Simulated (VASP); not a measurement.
Runs of VASP 6.6.1 on BP (lda). The structure is that of space group F-43m (No. 216), or close to it. The cells are those of the table. 

```csv
task,cell,k mesh,smearing,gap on the mesh (eV),pressure (GPa)
single point,"a = 3.175 Å, angles 60.0°, 2 atoms",8 × 8 × 8,gaussian 0.02 eV,1.18,-0.1
single point,"a = 3.175 Å, angles 60.0°, 2 atoms",8 × 8 × 8,gaussian 0.01 eV,1.18,-0.1
relaxation of cell and atoms,"relaxed from a = 3.209 Å, angles 60.0°, 2 atoms",8 × 8 × 8,gaussian 0.02 eV,1.18,0.0
single point,"a = 3.209 Å, angles 60.0°, 2 atoms",6 × 6 × 6,gaussian 0.1 eV,(a),-5.2
```

Alike in all rows: level LDA; potentials or basis VASP PAW LDA potentials, release 64 (B, P); no spin polarisation; cutoff (eV) 500.

Q: Estimate the missing entries.

A: (a) 1.30.

A k mesh can miss the band edges.
